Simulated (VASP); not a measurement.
Set up this calculation in VASP 6.6.1, as the native input.

- Task: electric field gradients
- Functional: PBE
- Potentials or basis: VASP PAW PBE potentials, release 64 (Li_sv)
- Cutoff: 520 eV
- k mesh: 15 × 15 × 8
- Occupations: fermi-dirac, width 0.08 eV
- Spin: no spin polarisation
- Dipole correction: no
- Further INCAR settings: ALGO = Normal; EDIFF = 1e-08; NBANDS = 10

The structure of Li lies in POSCAR:

```
Li
1.0
    3.1110021516      0.0000000000      0.0000000000
   -1.5555010758      2.6942068945      0.0000000000
    0.0000000000      0.0000000000      5.0930000000
Li
2
Direct
    0.3333333333      0.6666666667      0.2558904379
    0.6666666667      0.3333333333      0.7500000000
```

This cell differs from its parent crystal: atom 1 (Li) moved by [0.0, 0.0, 0.03] A.

These files were run (other wordings do the same):

INCAR

```
SYSTEM = Li
ALGO     = Normal         ! electronic algorithm
EDIFF    = 1E-8           ! SCF threshold, eV
ENCUT    = 520            ! plane-wave cutoff, eV
GGA      = PE             ! functional
ISIF     = 2              ! what is computed and relaxed
ISMEAR   = -1             ! smearing method
LASPH    = .True.         ! aspherical terms in the spheres
LCHARG   = .False.        ! write CHGCAR
LEFG     = .True.       
LREAL    = .False.        ! projectors in reciprocal space
LWAVE    = .False.        ! write WAVECAR
NBANDS   = 10             ! bands
NELM     = 100            ! most SCF steps
PREC     = Accurate       ! precision mode
SIGMA    = 0.08           ! smearing width, eV
```

KPOINTS

```
k-points
0
Gamma
  15 15 8
  0 0 0
```

Potentials or basis: VASP PAW PBE potentials, release 64 (Li_sv).

The run is started by

```console
$ cat potpaw_PBE.64/Li_sv/POTCAR > POTCAR
$ mpirun -np 1 vasp_std > vasp.out
```

It gave:

```yaml
Largest_force: 0.034 eV/Å
Band_gap_on_the_k_mesh: zero (bands 3 and 4 overlap by 4.50 eV)
Largest_electric_field_gradient_by_atom: zero within the noise of the run
```

Caveat: the cell differs from its parent crystal (atom 1 (Li) moved by [0.0, 0.0, 0.03] A).

Wall time 2.9 min on 1 thread of AMD EPYC 7R43 64-Core Processor (Zen 3), on a shared host, peak memory 0.16 GiB.
